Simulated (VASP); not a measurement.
Here is a VASP 6.6.1 calculation.

The input INCAR:

```
PREC = Accurate
ENCUT = 600
EDIFF = 1E-7
ISMEAR = 0
SIGMA = 0.1
LREAL = F
LASPH = T
NELM = 100
ALGO = Normal
ISIF = 3
LWAVE = F
LCHARG = F
GGA = PE
IBRION = 2
NSW = 90
EDIFFG = -0.04
```

KPOINTS

```
Automatic mesh
0
Gamma
  6 6 6
```

POSCAR

```
Ti4H
1.0
   -2.5116786500      2.5116786500      2.5116786500
    2.5116786500     -2.5116786500      2.5116786500
    2.5116786500      2.5116786500     -2.5116786500
Ti H
4 1
Direct
    0.0000000000      0.0000000000      0.5000000000
    0.0000000000      0.5000000000      0.0000000000
    0.5000000000      0.0000000000      0.0000000000
    0.5000000000      0.5000000000      0.5000000000
    0.0000000000      0.0000000000      0.0000000000
```

Potentials or basis: VASP PAW PBE potentials, release 64 (Ti_sv, H).

Command:

```bash
$ cat potpaw_PBE.64/Ti_sv/POTCAR potpaw_PBE.64/H/POTCAR > POTCAR
$ mpirun -np 1 vasp_std > vasp.out
```

Question: Estimate the band gap on the k mesh.

Answer: Zero (an odd number of electrons rules out a gap without spin polarisation).

Question: Predict the relaxed cell.

Answer: a = 4.585 Å, b = 4.585 Å, c = 4.585 Å, α = 109.47°, β = 109.47°, γ = 109.47°.

Step by step:
```
step  energy change (eV)  largest force (eV/Å)  pressure (GPa)  volume (Å³)
   1              0.0000                0.0000           17.62        63.38
   2             -0.5050                0.0000           -2.89        77.05
   3             -0.5309                0.0000            0.10        74.18
```

Caveat: the volume moved by over 15 % at a fixed basis, so the end points are rough.
